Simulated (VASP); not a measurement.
# Ge (Fd-3m) in VASP: notebook

Ge is run at these levels: PBE; tasks: single point, relaxation of cell and atoms.

Everything below comes from runs of VASP 6.6.1. Logs are shortened: lines on timing, memory, paths and dates and some standing lists are left out, and cuts for length are marked.

**Measured values to compare with.**

“Electronic and optical properties of SixGe1-x-ySny alloys lattice-matched to Ge”, 2021, arxiv:2109.02782 reports, for a bulk crystal of Ge at 300 K: band gap 0.807 eV (direct).

The runs below are set against these values where they give the same quantity.

## Step 1: The cell of the first run

Symmetry: Fd-3m, No. 227, cubic system. Conventional cell: a = 5.761 Å, b = 5.761 Å, c = 5.761 Å, α = 90.00°, β = 90.00°, γ = 90.00°. Ge (site symmetry -43m) has 4 Ge at 2.49 Å within 3.3 Å.

## Step 2: Single point, PBE

File INCAR:

```
  PREC = Accurate
  ENCUT = 520
  EDIFF = 1E-6
  ISMEAR = 0
  SIGMA = 0.1
  LREAL = F
  LASPH = T
  NELM = 60
  ALGO = Normal
  ISIF = 2
  LWAVE = F
  LCHARG = F
  GGA = PE
  NBANDS = 21
```

File KPOINTS:

```
regular mesh
0
Gamma
  14 14 14
```

File POSCAR:

```
Ge
1.0
    0.0000000000      2.8805364521      2.8805364521
    2.8805364521      0.0000000000      2.8805364521
    2.8805364521      2.8805364521      0.0000000000
Ge
2
Direct
    0.0000000000      0.0000000000      0.0000000000
    0.2500000000      0.2500000000      0.2500000000
```

Potentials or basis: VASP PAW PBE potentials, release 64 (Ge_d).

On the command line:

```
cat potpaw_PBE.64/Ge_d/POTCAR > POTCAR
mpirun -np 1 vasp_std > vasp.out
```

OUTCAR:

```text
PREC = Accurate
   ENCUT = 520
   EDIFF = 1E-6
   ISMEAR = 0
   LREAL = F
   LASPH = T
   NELM = 60
   ISIF = 2
   GGA = PE

 ion  position               nearest neighbor table
   1  0.000  0.000  0.000-   2 2.49   2 2.49   2 2.49   2 2.49
   2  0.250  0.250  0.250-   1 2.49   1 2.49   1 2.49   1 2.49

  LATTYP: Found a face centered cubic cell.
 ALAT       =     5.7610729042

  Lattice vectors:

 A1 = (   0.0000000000,   2.8805364521,   2.8805364521)
 A2 = (   2.8805364521,   0.0000000000,   2.8805364521)
 A3 = (   2.8805364521,   2.8805364521,   0.0000000000)

Analysis of symmetry for initial positions (statically):
=====================================================================
 Subroutine PRICEL returns:
 Original cell was already a primitive cell.

 Routine SETGRP: Setting up the symmetry group for a
 face centered cubic supercell.

 Subroutine GETGRP returns: Found 48 space group operations
 (whereof 24 operations were pure point group operations)
 out of a pool of 48 trial point group operations.

The static configuration has the point symmetry T_d .
 The point group associated with its full space group is O_h .

Analysis of symmetry for dynamics (positions and initial velocities):
=====================================================================
 Subroutine PRICEL returns:
 Original cell was already a primitive cell.

 Routine SETGRP: Setting up the symmetry group for a
 face centered cubic supercell.

 Subroutine GETGRP returns: Found 48 space group operations
 (whereof 24 operations were pure point group operations)
 out of a pool of 48 trial point group operations.

The dynamic configuration has the point symmetry T_d .
 The point group associated with its full space group is O_h .

 Subroutine INISYM returns: Found 48 space group operations
 (whereof 24 operations are pure point group operations),
 and found     1 'primitive' translations

----------------------------------------------------------------------------------------

                                     Primitive cell

  volume of cell :      47.8024

  direct lattice vectors                    reciprocal lattice vectors
     0.000000000  2.880536452  2.880536452    -0.173578779  0.173578779  0.173578779
     2.880536452  0.000000000  2.880536452     0.173578779 -0.173578779  0.173578779
     2.880536452  2.880536452  0.000000000     0.173578779  0.173578779 -0.173578779

  length of vectors
     4.073693717  4.073693717  4.073693717     0.300647264  0.300647264  0.300647264

[... 71 lines left out ...]
   PREC   = accura    normal or accurate (medium, high low for compatibility)
   ISTART =      0    job   : 0-new  1-cont  2-samecut
   ICHARG =      2    charge: 1-file 2-atom 10-const
   ISPIN  =      1    spin polarized calculation?
   LNONCOLLINEAR =      F non collinear calculations
   LSORBIT =      F    spin-orbit coupling
   LASPH  =      T    aspherical Exc in radial PAW
   ENCUT  =  520.0 eV  38.22 Ry    6.18 a.u.   7.57  7.57  7.57*2*pi/ulx,y,z
   NELM   =     60;   NELMIN=  2; NELMDL= -5     # of ELM steps
   EDIFF  = 0.1E-05   stopping-criterion for ELM
   LREAL  =      F    real-space projection
[... 7 lines left out ...]
   TEBEG  =    0.0;   TEEND  =   0.0 temperature during run
   PSTRESS=    0.0 pullay stress
   NELECT =      28.0000    total number of electrons
   NUPDOWN=      -1.0000    fix difference up-down
   EMIN   =  10.00;   EMAX   =-10.00  energy-range for DOS
   EFERMI =   0.00;   METHOD = LEGACY
   ISMEAR =     0;   SIGMA  =   0.10  broadening in eV -4-tet -1-fermi 0-gaus
   EFERMI_NEDOS =   21; number of points for ismear=-14 and -15
   IALGO  =     38    algorithm
   IMIX   =      4    mixing-type and parameters
     AMIX     =   0.40;   BMIX     =  1.00
     AMIX_MAG =   1.60;   BMIX_MAG =  1.00
  volume/ion in A,a.u.               =      23.90       161.29
  Fermi-wavevector in a.u.,A,eV,Ry     =   1.369759  2.588469 25.527788  1.876239
  Thomas-Fermi vector in A             =   2.495606
   LORBIT       =      0    0 simple, 1 ext, 2 COOP (PROOUT), +10 PAW based schemes
   GGA     = PE    functional components
   LHFCALC =     F    Hartree Fock is set to
   AEXX    =    0.0000 exact exchange contribution
   IVDW    =     0    specifies the selected vdW correction
   LEPSILON=     F    determine dielectric tensor
   LRPA    =     F    only Hartree local field effects (RPA)
 non-spin polarized calculation
 Gauss-broadening in eV      SIGMA  =   0.10
  energy-cutoff  :      520.00
  volume of cell :       47.80
 maximum number of plane-waves:      1308
   NGX = 15   NGY = 15   NGZ = 15

 number of electron      27.9999979 magnetization

 Free energy of the ion-electron system (eV)
  ---------------------------------------------------
  ext. energy  EPLUGINS =         0.00000000
  ---------------------------------------------------
  free energy    TOTEN  =        -9.03688847 eV

  energy without entropy =       -9.03647221  energy(sigma->0) =       -9.03668034

 E-fermi :   4.4692     XC(G=0):  -9.6704

 val. band max:        4.3638743891   @ k =  -0.0714   0.0714   0.0000
 cond. band min:       4.4774200753   @ k =   0.0000   0.0000   0.0000
 fundamental gap:      0.1135456862
 Fermi energy:         4.4691741563

 k-point     1 :       0.0000    0.0000    0.0000
  band No.  band energies     occupation
      1     -20.2687      2.00000
      2     -20.2687      2.00000
      3     -20.2687      2.00000
      4     -20.2365      2.00000
      5     -20.2365      2.00000
      6     -20.0535      2.00000
[... 565 lines left out ...]
     20      13.5983      0.00000
     21      14.1264      0.00000

 [... further k-points ...]

------------------------ aborting loop because EDIFF is reached ----------------------------------------

  FORCE on cell =-STRESS in cart. coord.  units (eV):
  Direction    XX          YY          ZZ          XY          YZ          ZX
  --------------------------------------------------------------------------------------
  -------------------------------------------------------------------------------------
  Total       -0.0131109     -0.0131109     -0.0131109      0.0000000     -0.0000000     -0.0000000
  in kB       -0.4394325     -0.4394325     -0.4394325      0.0000000     -0.0000000     -0.0000000
  external PRESSURE =      -0.4394325 kB  Pullay stress =       0.0000000 kB

 VOLUME and BASIS-vectors are now :
 -----------------------------------------------------------------------------
  energy-cutoff  :      520.00
  volume of cell :       47.80
      direct lattice vectors                 reciprocal lattice vectors
     0.000000000  2.880536452  2.880536452    -0.173578779  0.173578779  0.173578779
     2.880536452  0.000000000  2.880536452     0.173578779 -0.173578779  0.173578779
     2.880536452  2.880536452  0.000000000     0.173578779  0.173578779 -0.173578779

 POSITION                                       TOTAL-FORCE (eV/Angst)
 -----------------------------------------------------------------------------------
      0.00000      0.00000      0.00000         0.000000      0.000000     -0.000000
      1.44027      1.44027      1.44027        -0.000000     -0.000000      0.000000
 -----------------------------------------------------------------------------------
    total drift:                                0.000000      0.000000      0.000000

  FREE ENERGIE OF THE ION-ELECTRON SYSTEM (eV)
  ---------------------------------------------------
  free  energy   TOTEN  =        -9.0368884707 eV

  energy  without entropy=       -9.0364722075  energy(sigma->0) =       -9.03668034
```

stdout:

```text
POSCAR found type information on POSCAR Ge
 POSCAR found :  1 types and       2 ions
 scaLAPACK will be used
 LDA part: xc-table for (Slater+PW92), standard interpolation
 POSCAR, INCAR and KPOINTS ok, starting setup
 FFT: planning ... GRIDC
 FFT: planning ... GRID_SOFT
 FFT: planning ... GRID
 WAVECAR not read
 entering main loop
```

It took 62 s on 1 thread of Intel Xeon Platinum 8375C at 2.90GHz (Ice Lake), shared host; peak memory 0.22 GiB.

What came out:

```yaml
Free_energy: -9.0369 eV
Pressure: 0.0 GPa
Band_gap_on_the_k_mesh: zero (filled and empty bands touch)
```

Levels at points of the mesh, in eV from the Fermi level:
```csv
k point,band 12,band 13,band 14,band 15,band 16,band 17
"(0.00, 0.00, 0.00)",-0.44,0.01,0.01,0.01,2.54,2.54
"(0.50, 0.00, 0.00)",-7.35,-1.32,-1.32,0.03,3.73,3.73
"(0.50, 0.50, 0.00)",-8.68,-2.88,-2.88,0.83,0.83,9.08
```

## Step 3: Relaxation of cell and atoms, PBE

This run uses another cell than the first one, of 22.64 Å³/atom, 0.947 times its volume.

File INCAR:

```
SYSTEM = Ge
ALGO     = Normal         ! electronic algorithm
EDIFF    = 1E-7           ! SCF threshold, eV
EDIFFG   = -0.005         ! ionic threshold
ENCUT    = 600            ! plane-wave cutoff, eV
GGA      = PE             ! functional
IBRION   = 2              ! ionic algorithm
ISIF     = 3              ! what is computed and relaxed
ISMEAR   = 0              ! smearing method
LASPH    = .True.         ! aspherical terms in the spheres
LCHARG   = .False.        ! write CHGCAR
LREAL    = .False.        ! projectors in reciprocal space
LWAVE    = .False.        ! write WAVECAR
NELM     = 80             ! most SCF steps
NSW      = 100            ! ionic steps
PREC     = Accurate       ! precision mode
SIGMA    = 0.1            ! smearing width, eV
```

File KPOINTS:

```
k-points
0
Gamma
  14 14 14
  0 0 0
```

File POSCAR:

```
Ge
1.0
    0.0000000000      2.8289100000      2.8289100000
    2.8289100000      0.0000000000      2.8289100000
    2.8289100000      2.8289100000      0.0000000000
Ge
2
Direct
    0.0000000000      0.0000000000      0.0000000000
    0.2500000000      0.2500000000      0.2500000000
```

Potentials or basis: VASP PAW PBE potentials, release 64 (Ge_d).

On the command line:

```
cat potpaw_PBE.64/Ge_d/POTCAR > POTCAR
mpirun -np 1 vasp_std > vasp.out
```

It took 5.2 min on 1 thread of Intel Xeon 6975P-C, shared host; peak memory 0.24 GiB.

It converged, with:

```
Free energy                            : -9.0369 eV
Relaxed volume                         : 23.90 Å³/atom
Relaxed cell                           : a = 4.074 Å, b = 4.074 Å, c = 4.074 Å, α = 60.00°, β = 60.00°, γ = 60.00°
Space group after relaxing (to 0.05 Å) : Fd-3m (No. 227)
Energy gained by relaxing              : 13.5 meV/atom
Ionic steps                            : 3
Pressure after relaxing                : 0.0 GPa
Band gap on the k mesh                 : zero (filled and empty bands touch)
```

The path:
| step | energy change (eV) | largest force (eV/Å) | pressure (GPa) | volume (Å³) |
| --- | --- | --- | --- | --- |
| 1 | 0.0000 | 0.0000 | 3.58 | 45.28 |
| 2 | -0.0242 | 0.0000 | -1.02 | 48.67 |
| 3 | -0.0271 | 0.0000 | -0.02 | 47.80 |

Final structure:
```yaml
crystal:
  lattice:
    - [0.00000, 2.88056, 2.88056]
    - [2.88056, 0.00000, 2.88056]
    - [2.88056, 2.88056, 0.00000]
  atoms:
    - { symbol: Ge, position: [0.00000, 0.00000, 0.00000] }
    - { symbol: Ge, position: [0.25000, 0.25000, 0.25000] }
```

Levels at points of the mesh, in eV from the Fermi level:
```csv
k point,band 12,band 13,band 14,band 15,band 16,band 17
"(0.00, 0.00, 0.00)",-0.44,0.01,0.01,0.01,2.54,2.54
"(0.50, 0.00, 0.00)",-7.35,-1.32,-1.32,0.03,3.73,3.73
"(0.50, 0.50, 0.00)",-8.68,-2.88,-2.88,0.83,0.83,9.08
```

## Step 4: Comparison with measurements

Step 2. Against the measured gap of Ge, 0.807 eV (direct; 300 K; “Electronic and optical properties of SixGe1-x-ySny alloys lattice-matched to Ge”, 2021, arxiv:2109.02782), the calculated 0.00 eV is off by -0.81 eV. 3 values of this kind are on record (0.666 to 0.807 eV); this one was drawn at random among those near their median. Spin-orbit coupling on Ge is left out. The value is that of PBE on a finite k mesh, which can miss the band edges, without temperature or zero-point motion. Semilocal functionals fall short of measured gaps as a rule.
